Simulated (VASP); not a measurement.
# CdS (Hawleyite) (F-43m) in VASP: further runs

Aim: see how the results for CdS (Hawleyite) move with the level of theory and the settings. Levels: RPBE, revPBE, r2SCAN, PBEsol+D3(BJ). Tasks: single point.

All numbers are computed with VASP 6.6.1; they aren't measurements. Logs are shortened: lines on timing, memory, paths and dates and some standing lists are left out, and cuts for length are marked.

### 1 The cell of the first run

Symmetry: F-43m, No. 216, cubic system. The conventional cell has a = 5.833 Å, b = 5.833 Å, c = 5.833 Å, α = 90.00°, β = 90.00°, γ = 90.00°. Within 3.3 Å of Cd (site symmetry -43m) lie 4 S at 2.53 Å. S (site symmetry -43m) has 4 Cd at 2.53 Å within 3.3 Å.

### 2 Single point, RPBE

File INCAR:

```
SYSTEM = CdS
PREC = Accurate
ENCUT = 520
EDIFF = 1E-6
ISMEAR = -1
SIGMA = 0.05
LREAL = .False.
LASPH = .True.
NELM = 60
ALGO = Normal
ISIF = 2
LWAVE = .False.
LCHARG = .True.
GGA = RP
LELF = .True.
LVHAR = .True.
NBANDS = 16
```

File KPOINTS:

```
regular mesh
0
Gamma
  5 5 5
  0 0 0
```

File POSCAR:

```
CdS
1.0
    0.0000000000      2.9165000000      2.9165000000
    2.9165000000      0.0000000000      2.9165000000
    2.9165000000      2.9165000000      0.0000000000
Cd S
1 1
Direct
    0.0000000000      0.0000000000      0.0000000000
    0.7500000000      0.7500000000      0.7500000000
```

Potentials or basis: VASP PAW PBE potentials, release 64 (Cd, S).

Started as:

```bash
$ cat potpaw_PBE.64/Cd/POTCAR potpaw_PBE.64/S/POTCAR > POTCAR
$ mpirun -np 1 vasp_std > vasp.out
```

OUTCAR:

```text
SYSTEM = CdS
   PREC = Accurate
   ENCUT = 520
   EDIFF = 1E-6
   ISMEAR = -1
   LREAL = .False.
   LASPH = .True.
   NELM = 60
   ISIF = 2
   GGA = RP

 ion  position               nearest neighbor table
   1  0.000  0.000  0.000-   2 2.53   2 2.53   2 2.53   2 2.53
   2  0.750  0.750  0.750-   1 2.53   1 2.53   1 2.53   1 2.53

  LATTYP: Found a face centered cubic cell.
 ALAT       =     5.8330000000

  Lattice vectors:

 A1 = (   0.0000000000,   2.9165000000,   2.9165000000)
 A2 = (   2.9165000000,   0.0000000000,   2.9165000000)
 A3 = (   2.9165000000,   2.9165000000,   0.0000000000)

Analysis of symmetry for initial positions (statically):
=====================================================================
 Subroutine PRICEL returns:
 Original cell was already a primitive cell.

 Routine SETGRP: Setting up the symmetry group for a
 face centered cubic supercell.

 Subroutine GETGRP returns: Found 24 space group operations
 (whereof 24 operations were pure point group operations)
 out of a pool of 48 trial point group operations.

The static configuration has the point symmetry T_d .

Analysis of symmetry for dynamics (positions and initial velocities):
=====================================================================
 Subroutine PRICEL returns:
 Original cell was already a primitive cell.

 Routine SETGRP: Setting up the symmetry group for a
 face centered cubic supercell.

 Subroutine GETGRP returns: Found 24 space group operations
 (whereof 24 operations were pure point group operations)
 out of a pool of 48 trial point group operations.

The dynamic configuration has the point symmetry T_d .

 Subroutine INISYM returns: Found 24 space group operations
 (whereof 24 operations are pure point group operations),
 and found     1 'primitive' translations

----------------------------------------------------------------------------------------

                                     Primitive cell

  volume of cell :      49.6153

  direct lattice vectors                    reciprocal lattice vectors
     0.000000000  2.916500000  2.916500000    -0.171438368  0.171438368  0.171438368
     2.916500000  0.000000000  2.916500000     0.171438368 -0.171438368  0.171438368
     2.916500000  2.916500000  0.000000000     0.171438368  0.171438368 -0.171438368

  length of vectors
     4.124553855  4.124553855  4.124553855     0.296939964  0.296939964  0.296939964

  position of ions in fractional coordinates (direct lattice)
     0.000000000  0.000000000  0.000000000
     0.750000000  0.750000000  0.750000000

  ion indices of the primitive-cell ions
   primitive index   ion index
                 1           1
                 2           2

----------------------------------------------------------------------------------------

 KPOINTS: regular mesh

Automatic generation of k-mesh.
 Grid dimensions read from file:
 generate k-points for:    5    5    5

 Generating k-lattice:

  Cartesian coordinates                     Fractional coordinates (reciprocal lattice)
    -0.034287674  0.034287674  0.034287674     0.200000000  0.000000000  0.000000000
     0.034287674 -0.034287674  0.034287674     0.000000000  0.200000000  0.000000000
     0.034287674  0.034287674 -0.034287674     0.000000000  0.000000000  0.200000000

  Length of vectors
     0.059387993  0.059387993  0.059387993

  Shift w.r.t. Gamma in fractional coordinates (k-lattice)
     0.000000000  0.000000000  0.000000000

 Subroutine IBZKPT returns following result:
 ===========================================

 Found     10 irreducible k-points:

 Following reciprocal coordinates:
            Coordinates               Weight
  0.000000  0.000000  0.000000      1.000000
  0.200000  0.000000  0.000000      8.000000
  0.400000  0.000000  0.000000      8.000000
  0.200000  0.200000  0.000000      6.000000
  0.400000  0.200000  0.000000     24.000000
 -0.400000  0.200000  0.000000     24.000000
 -0.200000  0.200000  0.000000     12.000000
  0.400000  0.400000  0.000000      6.000000
 -0.400000  0.400000  0.000000     12.000000
 -0.400000  0.400000  0.200000     24.000000
   k-points           NKPTS =     10   k-points in BZ     NKDIM =     10   number of bands    NBANDS=     16
   number of dos      NEDOS =    301   number of ions     NIONS =      2
   total plane-waves  NPLWV =  32768
   dimension x,y,z NGX =    32 NGY =   32 NGZ =   32
   dimension x,y,z NGXF=    64 NGYF=   64 NGZF=   64
   ions per type =               1   1
   NGX,Y,Z   is equivalent  to a cutoff of  12.90, 12.90, 12.90 a.u.
   NGXF,Y,Z  is equivalent  to a cutoff of  25.80, 25.80, 25.80 a.u.
 SYSTEM =  CdS
   PREC   = accura    normal or accurate (medium, high low for compatibility)
   ISTART =      0    job   : 0-new  1-cont  2-samecut
   ICHARG =      2    charge: 1-file 2-atom 10-const
   ISPIN  =      1    spin polarized calculation?
   LNONCOLLINEAR =      F non collinear calculations
   LSORBIT =      F    spin-orbit coupling
   LASPH  =      T    aspherical Exc in radial PAW
   ENCUT  =  520.0 eV  38.22 Ry    6.18 a.u.   7.67  7.67  7.67*2*pi/ulx,y,z
   NELM   =     60;   NELMIN=  2; NELMDL= -5     # of ELM steps
   EDIFF  = 0.1E-05   stopping-criterion for ELM
   LREAL  =      F    real-space projection
   EDIFFG = 0.1E-04   stopping-criterion for IOM
   NSW    =      0    number of steps for IOM
   IBRION =     -1    ionic relax: 0-MD 1-quasi-New 2-CG
   NFREE  =      0    steps in history (QN), initial steepest desc. (CG)
   ISIF   =      2    stress and relaxation
   ISYM   =      2    0-nonsym 1-usesym 2-fastsym
   POTIM  = 0.5000    time-step for ionic-motion
   TEBEG  =    0.0;   TEEND  =   0.0 temperature during run
   PSTRESS=    0.0 pullay stress
   NELECT =      18.0000    total number of electrons
   NUPDOWN=      -1.0000    fix difference up-down
   EMIN   =  10.00;   EMAX   =-10.00  energy-range for DOS
   EFERMI =   0.00;   METHOD = LEGACY
   ISMEAR =    -1;   SIGMA  =   0.05  broadening in eV -4-tet -1-fermi 0-gaus
   EFERMI_NEDOS =   21; number of points for ismear=-14 and -15
   IALGO  =     38    algorithm
   IMIX   =      4    mixing-type and parameters
     AMIX     =   0.40;   BMIX     =  1.00
     AMIX_MAG =   1.60;   BMIX_MAG =  1.00
  volume/ion in A,a.u.               =      24.81       167.41
  Fermi-wavevector in a.u.,A,eV,Ry     =   1.167599  2.206442 18.548649  1.363287
  Thomas-Fermi vector in A             =   2.304097
   LORBIT       =      0    0 simple, 1 ext, 2 COOP (PROOUT), +10 PAW based schemes
   GGA     = RP    functional components
   LHFCALC =     F    Hartree Fock is set to
   AEXX    =    0.0000 exact exchange contribution
   IVDW    =     0    specifies the selected vdW correction
   LEPSILON=     F    determine dielectric tensor
   LRPA    =     F    only Hartree local field effects (RPA)
 non-spin polarized calculation
  energy-cutoff  :      520.00
  volume of cell :       49.62
 maximum number of plane-waves:      1363
   NGX = 15   NGY = 15   NGZ = 15

 number of electron      18.0000004 magnetization

 Free energy of the ion-electron system (eV)
  ---------------------------------------------------
  ext. energy  EPLUGINS =         0.00000000
  ---------------------------------------------------
  free energy    TOTEN  =        -5.44465262 eV

  energy without entropy =       -5.44465255  energy(sigma->0) =       -5.44465258

 E-fermi :   2.1333     XC(G=0):  -8.8975

 val. band max:        1.4396113696   @ k =   0.0000   0.0000   0.0000
 cond. band min:       2.7710903502   @ k =   0.0000   0.0000   0.0000
 fundamental gap:      1.3314789806
 Fermi energy:         2.1333094234

 k-point     1 :       0.0000    0.0000    0.0000
  band No.  band energies     occupation
      1     -10.9053      2.00000
      2      -6.2928      2.00000
      3      -6.2928      2.00000
      4      -6.2928      2.00000
      5      -5.8167      2.00000
      6      -5.8167      2.00000
[... 8 lines left out ...]
     15      12.9124      0.00000
     16      13.1597      0.00000

 k-point     2 :       0.2000    0.0000    0.0000
  band No.  band energies     occupation
      1     -10.7617      2.00000
      2      -6.2420      2.00000
      3      -6.2420      2.00000
      4      -6.1398      2.00000
      5      -5.8160      2.00000
      6      -5.8160      2.00000
[... 8 lines left out ...]
     15      12.1106      0.00000
     16      13.3409      0.00000

 k-point     3 :       0.4000    0.0000    0.0000
  band No.  band energies     occupation
      1     -10.5294      2.00000
      2      -6.1802      2.00000
      3      -6.1802      2.00000
      4      -5.7878      2.00000
      5      -5.7878      2.00000
      6      -5.6090      2.00000
[... 8 lines left out ...]
     15      13.2449      0.00000
     16      13.2449      0.00000

 k-point     4 :       0.2000    0.2000    0.0000
  band No.  band energies     occupation
      1     -10.7147      2.00000
      2      -6.1859      2.00000
      3      -6.1859      2.00000
      4      -6.1732      2.00000
      5      -5.8433      2.00000
      6      -5.7870      2.00000
[... 8 lines left out ...]
     15      13.1566      0.00000
     16      15.7112      0.00000

 k-point     5 :       0.4000    0.2000    0.0000
  band No.  band energies     occupation
      1     -10.5142      2.00000
      2      -6.1464      2.00000
      3      -6.1039      2.00000
      4      -5.9329      2.00000
      5      -5.7652      2.00000
      6      -5.6564      2.00000
[... 8 lines left out ...]
     15      13.7866      0.00000
     16      15.0043      0.00000

 k-point     6 :      -0.4000    0.2000    0.0000
  band No.  band energies     occupation
      1     -10.4392      2.00000
      2      -6.1378      2.00000
      3      -6.1029      2.00000
      4      -5.8298      2.00000
      5      -5.7934      2.00000
      6      -5.3498      2.00000
[... 8 lines left out ...]
     15      13.0259      0.00000
     16      14.7128      0.00000

 k-point     7 :      -0.2000    0.2000    0.0000
  band No.  band energies     occupation
      1     -10.5898      2.00000
      2      -6.1799      2.00000
      3      -6.1646      2.00000
      4      -5.9141      2.00000
      5      -5.8352      2.00000
      6      -5.7378      2.00000
[... 8 lines left out ...]
     15      13.5408      0.00000
     16      15.1742      0.00000

 k-point     8 :       0.4000    0.4000    0.0000
  band No.  band energies     occupation
      1     -10.4119      2.00000
      2      -6.0660      2.00000
      3      -5.9849      2.00000
      4      -5.9849      2.00000
      5      -5.7385      2.00000
      6      -5.5227      2.00000
[... 8 lines left out ...]
     15      13.6649      0.00000
     16      15.9999      0.00000

 k-point     9 :      -0.4000    0.4000    0.0000
  band No.  band energies     occupation
      1     -10.3674      2.00000
      2      -6.0831      2.00000
      3      -5.9828      2.00000
      4      -5.9247      2.00000
      5      -5.7589      2.00000
      6      -5.2575      2.00000
[... 8 lines left out ...]
     15      13.8096      0.00000
     16      15.4329      0.00000

 k-point    10 :      -0.4000    0.4000    0.2000
  band No.  band energies     occupation
      1     -10.3954      2.00000
      2      -6.0763      2.00000
      3      -6.0611      2.00000
      4      -5.8813      2.00000
      5      -5.7856      2.00000
      6      -5.3033      2.00000
[... 8 lines left out ...]
     15      13.9284      0.00000
     16      15.3412      0.00000

------------------------ aborting loop because EDIFF is reached ----------------------------------------

  FORCE on cell =-STRESS in cart. coord.  units (eV):
  Direction    XX          YY          ZZ          XY          YZ          ZX
  --------------------------------------------------------------------------------------
  -------------------------------------------------------------------------------------
  Total        1.6926420      1.6926420      1.6926420      0.0000000      0.0000000     -0.0000000
  in kB       54.6587571     54.6587571     54.6587571      0.0000000      0.0000000     -0.0000000
  external PRESSURE =      54.6587571 kB  Pullay stress =       0.0000000 kB

 VOLUME and BASIS-vectors are now :
 -----------------------------------------------------------------------------
  energy-cutoff  :      520.00
  volume of cell :       49.62
      direct lattice vectors                 reciprocal lattice vectors
     0.000000000  2.916500000  2.916500000    -0.171438368  0.171438368  0.171438368
     2.916500000  0.000000000  2.916500000     0.171438368 -0.171438368  0.171438368
     2.916500000  2.916500000  0.000000000     0.171438368  0.171438368 -0.171438368

 POSITION                                       TOTAL-FORCE (eV/Angst)
 -----------------------------------------------------------------------------------
      0.00000      0.00000      0.00000         0.000000      0.000000      0.000000
      4.37475      4.37475      4.37475        -0.000000     -0.000000     -0.000000
 -----------------------------------------------------------------------------------
    total drift:                                0.000001      0.000001      0.000000

  FREE ENERGIE OF THE ION-ELECTRON SYSTEM (eV)
  ---------------------------------------------------
  free  energy   TOTEN  =        -5.4446526154 eV

  energy  without entropy=       -5.4446525490  energy(sigma->0) =       -5.44465258
```

It took 8.9 s on 1 thread of Intel Xeon Platinum 8259CL at 2.50GHz (Skylake/Cascade Lake), shared host; peak memory 0.17 GiB.

What came out:

| Quantity | Value |
| --- | --- |
| Free energy | -5.4447 eV |
| Pressure | 5.5 GPa |
| Band gap on the k mesh | 1.33 eV, direct |

Levels at points of the mesh, in eV from the valence-band top:
| k point | band 6 | band 7 | band 8 | band 9 | band 10 | band 11 | band 12 | band 13 |
| --- | --- | --- | --- | --- | --- | --- | --- | --- |
| (0.00, 0.00, 0.00) | -7.26 | 0.00 | 0.00 | 0.00 | 1.33 | 6.62 | 6.62 | 6.62 |

Caveat: the PAW data sets were made with another functional, which shifts forces and pressure a little.

### 3 Single point, revPBE

File INCAR:

```
PREC = Accurate ; ENCUT = 520
EDIFF = 1E-7 ; ISMEAR = -1
SIGMA = 0.05 ; LREAL = F
LASPH = T ; NELM = 100
ALGO = Normal ; ISIF = 2
LWAVE = F ; LCHARG = F
GGA = RE ; NBANDS = 16
```

File KPOINTS:

```
Automatic mesh
0
Gamma
  5 5 5
```

POSCAR is that of step 2.

Potentials or basis: VASP PAW PBE potentials, release 64 (Cd, S).

Started as:

```bash
$ cat potpaw_PBE.64/Cd/POTCAR potpaw_PBE.64/S/POTCAR > POTCAR
$ mpirun -np 1 vasp_std > vasp.out
```

Run time: 8.8 s. Hardware: 1 thread of Intel Xeon Platinum 8259CL at 2.50GHz (Skylake/Cascade Lake), shared host; peak memory 0.17 GiB.

The run converged. Its results:

```
Free energy            : -5.5248 eV
Pressure               : 4.9 GPa
Band gap on the k mesh : 1.28 eV, direct
```

Levels at points of the mesh, in eV from the valence-band top:
```
           k point  band 6  band 7  band 8  band 9  band 10  band 11  band 12  band 13
(0.00, 0.00, 0.00)   -7.26    0.00    0.00    0.00     1.28     6.60     6.60     6.60
```

Caveat: the PAW data sets were made with another functional, which shifts forces and pressure a little.

[end of part 1 of 2]
